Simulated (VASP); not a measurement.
Wanted: the native input for a VASP 6.6.1 run.

```
Task                   : single point
Functional             : PBEsol
Potentials or basis    : VASP PAW PBE potentials, release 64 (Mn_pv, O)
Cutoff                 : 520 eV
k mesh                 : 8 × 6 × 4
Occupations            : fermi-dirac, width 0.05 eV
Spin                   : collinear spin, ferromagnetic start
Starting moments       : [3.0, 3.0, 0.0, 0.0, 0.0, 0.0] μB
Fixed moment           : 6 μB
Dipole correction      : no
Further INCAR settings : ALGO = Normal; EDIFF = 1e-07; NBANDS = 38
```

The structure of MnO2 lies in POSCAR:

```
MnO2
1.0
    2.9041580000      0.0000000000      0.0000000000
    0.0000000000      3.8448100000      0.0000000000
    0.0000000000      0.0000000000      6.1642640000
Mn O
2 4
Direct
    0.5000000000      0.5000000000      0.3433015000
    0.0000000000      0.0000000000      0.6566985000
    0.5000000000      0.0000000000      0.8375675000
    0.0000000000      0.5000000000      0.1624325000
    0.5000000000      0.0000000000      0.4217995000
    0.0000000000      0.5000000000      0.5782005000
```

The input as run:

INCAR

```
  PREC = Accurate
  ENCUT = 520
  EDIFF = 1E-7
  ISMEAR = -1
  SIGMA = 0.05
  LREAL = False
  LASPH = True
  NELM = 150
  ALGO = Normal
  ISIF = 2
  LWAVE = False
  LCHARG = False
  ISPIN = 2
  MAGMOM = 3 3 0 0 0 0
  LORBIT = 11
  NUPDOWN = 6.0
  LMAXMIX = 4
  GGA = PS
  NBANDS = 38
```

KPOINTS

```
regular mesh
0
Gamma
  8 6 4
```

Potentials or basis: VASP PAW PBE potentials, release 64 (Mn_pv, O).

Launch:

```bash
$ cat potpaw_PBE.64/Mn_pv/POTCAR potpaw_PBE.64/O/POTCAR > POTCAR
$ mpirun -np 1 vasp_std > vasp.out
```

It gave:

* Pressure: -12.7 GPa
* Largest force: 1.070 eV/Å
* Net moment: 6.00 μB per cell
* Site moments: Mn +2.79; O +0.11, -0.01 μB
* Valence electrons inside the program's atomic spheres: Mn 11.63; O 4.91, 4.97

Caveat: the PAW data sets were made with another functional, which shifts forces and pressure a little; the total moment is fixed, so each spin has its own Fermi level; only a ferromagnetic start was run, and an antiferromagnetic order may lie lower in energy.

Wall time 4.3 min on 1 thread of Intel(R) Xeon(R) Platinum 8488C (Sapphire Rapids) (shared host), peak memory 0.35 GiB.
